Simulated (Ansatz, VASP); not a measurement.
## Two plane-wave programs on SiC

The input INCAR:

```
PREC = Accurate
ENCUT = 600
EDIFF = 1E-6
ISMEAR = -1
SIGMA = 0.15
LREAL = F
LASPH = T
NELM = 200
ALGO = Normal
ISIF = 2
LWAVE = F
LCHARG = F
MAGMOM = 0 0 0 0 0 0
LORBIT = 11
LSORBIT = T
GGA_COMPAT = F
LORBMOM = T
GGA = PS
NBANDS = 20
```

KPOINTS

```
Automatic mesh
0
Gamma
  16 16 16
```

File POSCAR:

```
SiC
1.0
    2.6391000000      0.0000000000      0.0000000000
    0.0000000000      2.6391000000      0.0000000000
    0.0000000000      0.0000000000      2.6391000000
Si C
1 1
Direct
    0.0000000000      0.0000000000      0.0000000000
    0.5000000000      0.5000000000      0.5000000000
```

Input for Ansatz:

```yaml
crystal:
  lattice:
    - [2.6391, 0.0, 0.0]
    - [0.0, 2.6391, 0.0]
    - [0.0, 0.0, 2.6391]
  atoms:
    - { symbol: Si, position: [0.0, 0.0, 0.0] }
    - { symbol: C, position: [0.5, 0.5, 0.5] }
basis:
  ecutwfc: 420
kpoints:
  mp_grid: { grid: [16, 16, 16] }
hamiltonian:
  xc: pbesol
  pseudopotentials: { kind: paw_fr }
scf:
  occupations: { method: fermi_dirac, width: 0.15 }
  n_extra_bands: 8
output:
  forces: true
  eigenvalues: true
  stress: true
magnetization:
  noncollinear: true
  spin_orbit: true
```

Alike in both runs: task single point; functional PBEsol; k mesh 16 × 16 × 16; occupations fermi-dirac, width 0.15 eV; non-collinear spin, spin-orbit coupling.

```csv
,VASP,Ansatz
version,VASP 6.6.1,Ansatz 0.2.0
potentials or method,"VASP PAW PBE potentials, release 64 (Si, C), cutoff 600 eV","scalar-relativistic, plane waves, PAW"
valence electrons in the cell,8,8
```

```csv
,VASP,Ansatz,Ansatz less VASP
pressure (GPa),-3.4,-3.6,-0.23
net moment per atom (μB),0.00,0.00,0.000
```

VASP's potentials were made for PBE, not for PBEsol. The functional is the same, so the differences come from potentials, cutoffs and numerics.
